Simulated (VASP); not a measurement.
# Pd (Fm-3m) in VASP: further runs

Pd is run at these levels: HSE06; tasks: single point.

Program: VASP 6.6.1. These are calculated values, not measurements. Logs are shortened: lines on timing, memory, paths and dates and some standing lists are left out, and cuts for length are marked.

### Step 1. The cell of the first run

The structure is cubic, space group Fm-3m (No. 225). Conventional cell: a = 3.832 Å, b = 3.832 Å, c = 3.832 Å, α = 90.00°, β = 90.00°, γ = 90.00°. Pd (site symmetry m-3m) has 12 Pd at 2.71 Å within 3.6 Å.

### Step 2. Single point, HSE06

Input file POSCAR:

```
Pd
1.0
    0.0000000000      1.9159999877      1.9159999877
    1.9159999877      0.0000000000      1.9159999877
    1.9159999877      1.9159999877      0.0000000000
Pd
1
Direct
    0.0000000000      0.0000000000      0.0000000000
```

Input file INCAR.step1:

```
  PREC = Accurate
  ENCUT = 520
  EDIFF = 1E-5
  ISMEAR = -1
  SIGMA = 0.1
  LREAL = F
  LASPH = T
  NELM = 80
  ALGO = Normal
  ISIF = 2
  LWAVE = T
  GGA = PE
  NBANDS = 11
```

Input file INCAR.step2:

```
  PREC = Accurate
  ENCUT = 520
  EDIFF = 1E-6
  ISMEAR = -1
  SIGMA = 0.1
  LREAL = F
  LASPH = T
  NELM = 80
  ALGO = Normal
  ISIF = 2
  LWAVE = F
  LCHARG = T
  GGA = PE
  LHFCALC = T
  HFSCREEN = 0.2079
  PRECFOCK = Normal
  LELF = T
  LVHAR = T
  ISTART = 1
  NBANDS = 11
```

Input file KPOINTS:

```
regular mesh
0
Gamma
  6 6 6
```

Potentials or basis: VASP PAW PBE potentials, release 64 (Pd).

On the command line:

```console
$ cat potpaw_PBE.64/Pd/POTCAR > POTCAR
$ cp INCAR.step1 INCAR
$ mpirun -np 1 vasp_std > vasp.out
$ cp INCAR.step2 INCAR
$ mpirun -np 1 vasp_std > vasp.out
```

OUTCAR:

```text
PREC = Accurate
   ENCUT = 520
   EDIFF = 1E-6
   ISMEAR = -1
   LREAL = F
   LASPH = T
   NELM = 80
   ISIF = 2
   GGA = PE
   LHFCALC = T
   HFSCREEN = 0.2079
   PRECFOCK = Normal
   ISTART = 1

 ion  position               nearest neighbor table
   1  0.000  0.000  0.000-

  LATTYP: Found a face centered cubic cell.
 ALAT       =     3.8319999754

  Lattice vectors:

 A1 = (   0.0000000000,   1.9159999877,   1.9159999877)
 A2 = (   1.9159999877,   0.0000000000,   1.9159999877)
 A3 = (   1.9159999877,   1.9159999877,   0.0000000000)

Analysis of symmetry for initial positions (statically):
=====================================================================
 Subroutine PRICEL returns:
 Original cell was already a primitive cell.

 Routine SETGRP: Setting up the symmetry group for a
 face centered cubic supercell.

 Subroutine GETGRP returns: Found 48 space group operations
[... 9 lines left out ...]

 Routine SETGRP: Setting up the symmetry group for a
 face centered cubic supercell.

 Subroutine GETGRP returns: Found 48 space group operations
[... 11 lines left out ...]
                                     Primitive cell

  volume of cell :      14.0675

  direct lattice vectors                    reciprocal lattice vectors
     0.000000000  1.915999988  1.915999988    -0.260960336  0.260960336  0.260960336
     1.915999988  0.000000000  1.915999988     0.260960336 -0.260960336  0.260960336
     1.915999988  1.915999988  0.000000000     0.260960336  0.260960336 -0.260960336

  length of vectors
     2.709633168  2.709633168  2.709633168     0.451996560  0.451996560  0.451996560

  position of ions in fractional coordinates (direct lattice)
     0.000000000  0.000000000  0.000000000

  ion indices of the primitive-cell ions
   primitive index   ion index
                 1           1

----------------------------------------------------------------------------------------

 KPOINTS: regular mesh

Automatic generation of k-mesh.
 Grid dimensions read from file:
 generate k-points for:    6    6    6

 Generating k-lattice:

  Cartesian coordinates                     Fractional coordinates (reciprocal lattice)
    -0.043493389  0.043493389  0.043493389     0.166666667  0.000000000  0.000000000
     0.043493389 -0.043493389  0.043493389     0.000000000  0.166666667  0.000000000
     0.043493389  0.043493389 -0.043493389     0.000000000  0.000000000  0.166666667

  Length of vectors
     0.075332760  0.075332760  0.075332760

  Shift w.r.t. Gamma in fractional coordinates (k-lattice)
     0.000000000  0.000000000  0.000000000

 Subroutine IBZKPT returns following result:
 ===========================================

 Found     16 irreducible k-points:

 Following reciprocal coordinates:
            Coordinates               Weight
  0.000000  0.000000  0.000000      1.000000
  0.166667  0.000000  0.000000      8.000000
  0.333333  0.000000  0.000000      8.000000
  0.500000  0.000000  0.000000      4.000000
  0.166667  0.166667  0.000000      6.000000
  0.333333  0.166667  0.000000     24.000000
[... 8 lines left out ...]
 -0.333333  0.333333  0.166667     24.000000
 -0.333333  0.500000  0.166667     12.000000
   k-points           NKPTS =     16   k-points in BZ     NKDIM =    216   number of bands    NBANDS=     11
   number of dos      NEDOS =    301   number of ions     NIONS =      1
   total plane-waves  NPLWV =   8000
   dimension x,y,z NGX =    20 NGY =   20 NGZ =   20
   dimension x,y,z NGXF=    40 NGYF=   40 NGZF=   40
   ions per type =               1
   NGX,Y,Z   is equivalent  to a cutoff of  12.27, 12.27, 12.27 a.u.
   NGXF,Y,Z  is equivalent  to a cutoff of  24.54, 24.54, 24.54 a.u.
 SYSTEM =  unknown system
   PREC   = accura    normal or accurate (medium, high low for compatibility)
   ISTART =      1    job   : 0-new  1-cont  2-samecut
   ICHARG =      0    charge: 1-file 2-atom 10-const
   ISPIN  =      1    spin polarized calculation?
   LNONCOLLINEAR =      F non collinear calculations
   LSORBIT =      F    spin-orbit coupling
   LASPH  =      T    aspherical Exc in radial PAW
   ENCUT  =  520.0 eV  38.22 Ry    6.18 a.u.   5.04  5.04  5.04*2*pi/ulx,y,z
   NELM   =     80;   NELMIN=  2; NELMDL=  0     # of ELM steps
   EDIFF  = 0.1E-05   stopping-criterion for ELM
   LREAL  =      F    real-space projection
   EDIFFG = 0.1E-04   stopping-criterion for IOM
   NSW    =      0    number of steps for IOM
   IBRION =     -1    ionic relax: 0-MD 1-quasi-New 2-CG
   NFREE  =      0    steps in history (QN), initial steepest desc. (CG)
   ISIF   =      2    stress and relaxation
   ISYM   =      3    0-nonsym 1-usesym 2-fastsym
   POTIM  = 0.5000    time-step for ionic-motion
   TEBEG  =    0.0;   TEEND  =   0.0 temperature during run
   PSTRESS=    0.0 pullay stress
   NELECT =      10.0000    total number of electrons
   NUPDOWN=      -1.0000    fix difference up-down
   EMIN   =  10.00;   EMAX   =-10.00  energy-range for DOS
   EFERMI =   0.00;   METHOD = LEGACY
   ISMEAR =    -1;   SIGMA  =   0.10  broadening in eV -4-tet -1-fermi 0-gaus
   EFERMI_NEDOS =   21; number of points for ismear=-14 and -15
   IALGO  =     38    algorithm
   IMIX   =      1    mixing-type and parameters
     AMIX     =   0.40;   BMIX     =  1.00
     AMIX_MAG =   1.60;   BMIX_MAG =  1.00
  volume/ion in A,a.u.               =      14.07        94.93
  Fermi-wavevector in a.u.,A,eV,Ry     =   1.461064  2.761011 29.044478  2.134709
  Thomas-Fermi vector in A             =   2.577440
   LORBIT       =      0    0 simple, 1 ext, 2 COOP (PROOUT), +10 PAW based schemes
   GGA     = PE    functional components
   LHFCALC =     T    Hartree Fock is set to
   PRECFOCK=normal    Normal, Fast or Accurate (Low or Medium for compatibility)
   ENCUT4O =  -1.0   cutoff for four orbital integrals eV
   NKREDX  =     1    reduce k-point grid by
   NKREDY  =     1    reduce k-point grid by
   NKREDZ  =     1    reduce k-point grid by
   AEXX    =    0.2500 exact exchange contribution
   HFSCREEN=    0.2079 screening length (either q_TF or 0.3 A-1)
   HFSCREENC=   0.2079 screening length for correlation (either q_TF or 0.3 A-1)
   ENCUTFOCK=  -1.0 apply spherical cutoff to Coloumb kernel
   IVDW    =     0    specifies the selected vdW correction
   LEPSILON=     F    determine dielectric tensor
   LRPA    =     F    only Hartree local field effects (RPA)
 non-spin polarized calculation
  energy-cutoff  :      520.00
  volume of cell :       14.07
 maximum number of plane-waves:       392
  NGX = 16; NGY = 16; NGZ = 16

 number of electron      10.0000005 magnetization

 Free energy of the ion-electron system (eV)
  ---------------------------------------------------
  ext. energy  EPLUGINS =         0.00000000
  ---------------------------------------------------
  free energy    TOTEN  =        -5.95910421 eV

  energy without entropy =       -5.90513456  energy(sigma->0) =       -5.93211939

 E-fermi :   9.7653     XC(G=0): -10.9605

 val. band max:        9.7450228585   @ k =   0.5000   0.1667   0.0000
 cond. band min:       9.8030829635   @ k =   0.3333   0.3333   0.0000
 fundamental gap:      0.0580601050
 Fermi energy:         9.7653085128

 k-point     1 :       0.0000    0.0000    0.0000
  band No.  band energies     occupation
      1       1.9577      2.00000
      2       6.2323      2.00000
      3       6.2323      2.00000
      4       6.2323      2.00000
      5       7.9168      2.00000
      6       7.9168      2.00000
      7      28.6848      0.00000
      8      33.9419      0.00000
      9      33.9419      0.00000
     10      33.9419      0.00000
     11      39.2545      0.00000

 k-point     2 :       0.1667    0.0000    0.0000
  band No.  band energies     occupation
      1       3.0236      2.00000
      2       6.0222      2.00000
      3       6.5304      2.00000
      4       6.5304      2.00000
      5       7.8852      2.00000
      6       7.8852      2.00000
      7      29.1433      0.00000
      8      30.1496      0.00000
      9      35.1783      0.00000
     10      35.1783      0.00000
     11      38.8811      0.00000

 k-point     3 :       0.3333    0.0000    0.0000
  band No.  band energies     occupation
      1       3.7770      2.00000
      2       6.3334      2.00000
      3       6.3334      2.00000
      4       8.1374      2.00000
      5       8.8701      1.99974
      6       8.8701      1.99974
      7      23.3157      0.00000
      8      29.0676      0.00000
      9      35.2921      0.00000
     10      35.2921      0.00000
     11      38.8074      0.00000

 k-point     4 :       0.5000    0.0000    0.0000
  band No.  band energies     occupation
      1       3.5453      2.00000
      2       6.0828      2.00000
      3       6.0828      2.00000
      4       9.6760      1.41887
      5       9.6760      1.41886
      6      11.3978      0.00000
      7      18.9838      0.00000
      8      28.0054      0.00000
      9      33.3440      0.00000
     10      33.3440      0.00000
     11      40.5687      0.00000
[... 127 lines left out ...]
 k-point    14 :       0.5000    0.3333    0.1667
  band No.  band energies     occupation
      1       4.8670      2.00000
      2       4.9314      2.00000
      3       6.1659      2.00000
      4       8.2575      2.00000
      5       8.8834      1.99970
      6      13.2251      0.00000
      7      24.6248      0.00000
      8      24.9931      0.00000
      9      28.3680      0.00000
     10      35.6592      0.00000
     11      36.9116      0.00000

 k-point    15 :      -0.3333    0.3333    0.1667
  band No.  band energies     occupation
      1       4.8282      2.00000
      2       5.1447      2.00000
      3       6.2336      2.00000
      4       7.7090      2.00000
      5       9.6941      1.34152
      6      17.6443      0.00000
      7      19.2325      0.00000
      8      25.6754      0.00000
      9      25.9795      0.00000
     10      34.9014      0.00000
     11      38.7433      0.00000

 k-point    16 :      -0.3333    0.5000    0.1667
  band No.  band energies     occupation
      1       4.0499      2.00000
      2       4.5633      2.00000
      3       7.3036      2.00000
      4       8.3658      2.00000
      5      10.2747      0.01219
      6      17.9042      0.00000
      7      22.4080      0.00000
      8      22.6878      0.00000
      9      23.5523      0.00000
     10      35.9699      0.00000
     11      38.9543      0.00000

------------------------ aborting loop because EDIFF is reached ----------------------------------------

  FORCE on cell =-STRESS in cart. coord.  units (eV):
  Direction    XX          YY          ZZ          XY          YZ          ZX
  --------------------------------------------------------------------------------------
  -------------------------------------------------------------------------------------
  Total        0.9995948      0.9995948      0.9995948      0.0000000      0.0000000      0.0000000
  in kB      113.8460778    113.8460778    113.8460778      0.0000000      0.0000000      0.0000000
  external PRESSURE =     113.8460778 kB  Pullay stress =       0.0000000 kB

 VOLUME and BASIS-vectors are now :
 -----------------------------------------------------------------------------
  energy-cutoff  :      520.00
  volume of cell :       14.07
      direct lattice vectors                 reciprocal lattice vectors
     0.000000000  1.915999988  1.915999988    -0.260960336  0.260960336  0.260960336
     1.915999988  0.000000000  1.915999988     0.260960336 -0.260960336  0.260960336
     1.915999988  1.915999988  0.000000000     0.260960336  0.260960336 -0.260960336

 POSITION                                       TOTAL-FORCE (eV/Angst)
 -----------------------------------------------------------------------------------
      0.00000      0.00000      0.00000         0.000000     -0.000000      0.000000
 -----------------------------------------------------------------------------------
    total drift:                                0.000003      0.000005      0.000005

  FREE ENERGIE OF THE ION-ELECTRON SYSTEM (eV)
  ---------------------------------------------------
  free  energy   TOTEN  =        -5.9591042136 eV

  energy  without entropy=       -5.9051345582  energy(sigma->0) =       -5.93211939
```

Wall time 4.5 min (1 thread of AMD EPYC 9R45 (Zen 5), shared host); peak memory 0.2 GiB.

What came out:

```yaml
Free_energy: -5.9591 eV
Pressure: 11.4 GPa
Band_gap_on_the_k_mesh: zero (band 5 reaches 10.29 eV, above the bottom of band 6 at 7.89 eV)
```

Caveat: the k points lie up to 0.47 Å⁻¹ apart; the PAW data sets were made with another functional, which shifts forces and pressure a little.

### Step 3. Single point, HSE06

This run uses another cell than the first one, of 14.53 Å³/atom, 1.033 times its volume.

Input file POSCAR:

```
Pd
1.0
    0.0000000000      1.9366037178      1.9366037178
    1.9366037178      0.0000000000      1.9366037178
    1.9366037178      1.9366037178      0.0000000000
Pd
1
Direct
    0.0000000000      0.0000000000      0.0000000000
```

Input file INCAR.step1:

```
SYSTEM = Pd
PREC = Accurate
ENCUT = 520
EDIFF = 1E-5
ISMEAR = -1
SIGMA = 0.1
LREAL = .FALSE.
LASPH = .TRUE.
NELM = 100
ALGO = Normal
ISIF = 2
LWAVE = .TRUE.
LCHARG = .FALSE.
NBANDS = 11
GGA = PE
```

Input file INCAR.step2:

```
SYSTEM = Pd
PREC = Accurate
ENCUT = 520
EDIFF = 1E-7
ISMEAR = -1
SIGMA = 0.1
LREAL = .FALSE.
LASPH = .TRUE.
NELM = 100
ALGO = Normal
ISIF = 2
LWAVE = .FALSE.
LCHARG = .FALSE.
GGA = PE
LHFCALC = .TRUE.
HFSCREEN = 0.2079
PRECFOCK = Normal
NBANDS = 11
ISTART = 1
```

Input file KPOINTS:

```
Automatic mesh
0
G
  6 6 6
  0 0 0
```

Potentials or basis: VASP PAW PBE potentials, release 64 (Pd).

On the command line:

```console
$ cat potpaw_PBE.64/Pd/POTCAR > POTCAR
$ cp INCAR.step1 INCAR
$ mpirun -np 1 vasp_std > vasp.out
$ cp INCAR.step2 INCAR
$ mpirun -np 1 vasp_std > vasp.out
```

It took 6.2 min on 1 thread of AMD EPYC 9R45 (Zen 5), shared host; peak memory 0.2 GiB.

Results (log left out):

- Free energy: -5.9820 eV
- Pressure: 4.5 GPa
- Band gap on the k mesh: zero (band 5 reaches 9.71 eV, above the bottom of band 6 at 7.42 eV)

Levels at points of the mesh, in eV from the Fermi level:
| k point | band 1 | band 2 | band 3 | band 4 | band 5 | band 6 | band 7 | band 8 | band 9 | band 10 |
| --- | --- | --- | --- | --- | --- | --- | --- | --- | --- | --- |
| (0.00, 0.00, 0.00) | -7.53 | -3.37 | -3.37 | -3.37 | -1.77 | -1.77 | 18.89 | 23.96 | 23.96 | 23.96 |
| (0.50, 0.00, 0.00) | -5.94 | -3.51 | -3.51 | -0.10 | -0.10 | 1.70 | 8.93 | 18.20 | 23.24 | 23.24 |
| (0.50, 0.50, 0.00) | -6.25 | -5.86 | -0.38 | 0.49 | 0.49 | 4.34 | 12.56 | 14.94 | 14.94 | 23.85 |

Caveat: the k points lie up to 0.47 Å⁻¹ apart; the PAW data sets were made with another functional, which shifts forces and pressure a little.
